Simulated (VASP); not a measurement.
Input of a VASP 6.6.1 run:

Contents of INCAR:

```
PREC     = Accurate       # precision mode
ENCUT    = 520            # plane-wave cutoff, eV
EDIFF    = 1E-6           # SCF threshold, eV
ISMEAR   = 0              # smearing method
SIGMA    = 0.15           # smearing width, eV
LREAL    = False          # projectors in reciprocal space
LASPH    = True           # aspherical terms in the spheres
NELM     = 60             # most SCF steps
ALGO     = Normal         # electronic algorithm
ISIF     = 2              # what is computed and relaxed
LWAVE    = False          # write WAVECAR
LCHARG   = False          # write CHGCAR
GGA      = PE             # functional
NBANDS   = 16             # bands
```

KPOINTS

```
regular mesh
0
Gamma
  18 18 16
```

The input POSCAR:

```
WC
1.0
    2.9005014360      0.0000000000      0.0000000000
   -1.4502507180      2.5119079273      0.0000000000
    0.0000000000      0.0000000000      2.8290000000
W C
1 1
Direct
    0.0000000000      0.0000000000      0.0000000000
    0.7274923405      0.3637461703      0.5456192554
```

Potentials or basis: VASP PAW PBE potentials, release 64 (W_sv, C).

Launch:

```sh
$ cat potpaw_PBE.64/W_sv/POTCAR potpaw_PBE.64/C/POTCAR > POTCAR
$ mpirun -np 1 vasp_std > vasp.out
```

(1) What does it give for the largest force?

(2) Predict the pressure.

Results:

(1) 3.077 eV/Å.

(2) 16.9 GPa.

Caveat: the cell differs from its parent crystal (all C atoms moved -0.200 Å, as atom 2 towards its neighbour atom 1 (W) at 2.192 Å); forces of over 1 eV/Å act on the atoms, so gaps and moduli don't describe the material at rest.
